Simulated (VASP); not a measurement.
Os:

```xyz
2
Lattice="0.0000 2.5272 2.5272 2.5272 0.0000 2.5272 2.5272 2.5272 0.0000" Properties=species:S:1:pos:R:3 pbc="T T T"
Os    2.5272    2.5272    2.5272
Os    3.7907    3.7907    3.7907
```

```yaml
Program: VASP 6.6.1
Task: relaxation of cell and atoms
Functional: PBE
Potentials_or_basis: VASP PAW PBE potentials, release 64 (Os)
Cutoff: 600 eV
k_mesh: 6 × 6 × 6
Occupations: gaussian, width 0.1 eV
Spin: no spin polarisation
```

At the start: pressure 104.7 GPa; volume 16.14 Å³/atom.

Question: How do energy, volume and symmetry change on relaxing?

Answer: Over 6 steps the energy falls by 1324.2 meV/atom and the volume is 21.28 Å³/atom (+31.9 %); space group Fd-3m (No. 227, to 0.05 Å).

The path:
| step | energy change (eV) | largest force (eV/Å) | pressure (GPa) | volume (Å³) |
| --- | --- | --- | --- | --- |
| 1 | 0.0000 | 0.0000 | 104.72 | 32.28 |
| 2 | 7.6931 | 0.0000 | -17.04 | 110.90 |
| 3 | 2.6285 | 0.0000 | -29.01 | 75.34 |
| 4 | -1.1386 | 0.0000 | -28.92 | 55.54 |
| 5 | -2.6476 | 0.0000 | -1.14 | 42.86 |
| 6 | -2.6484 | 0.0000 | 0.28 | 42.56 |

Final structure:
```cif
data_structure
_symmetry_space_group_name_H-M 'P 1'
_symmetry_Int_Tables_number 1
_cell_length_a 3.9191
_cell_length_b 3.9191
_cell_length_c 3.9191
_cell_angle_alpha 60.000
_cell_angle_beta 60.000
_cell_angle_gamma 60.000
_cell_volume 42.56
loop_
_atom_site_label
_atom_site_type_symbol
_atom_site_fract_x
_atom_site_fract_y
_atom_site_fract_z
_atom_site_occupancy
Os1 Os 0.50000 0.50000 0.50000 1
Os2 Os 0.75000 0.75000 0.75000 1
```

Caveat: the volume moved by over 15 % at a fixed basis, so the end points are rough.
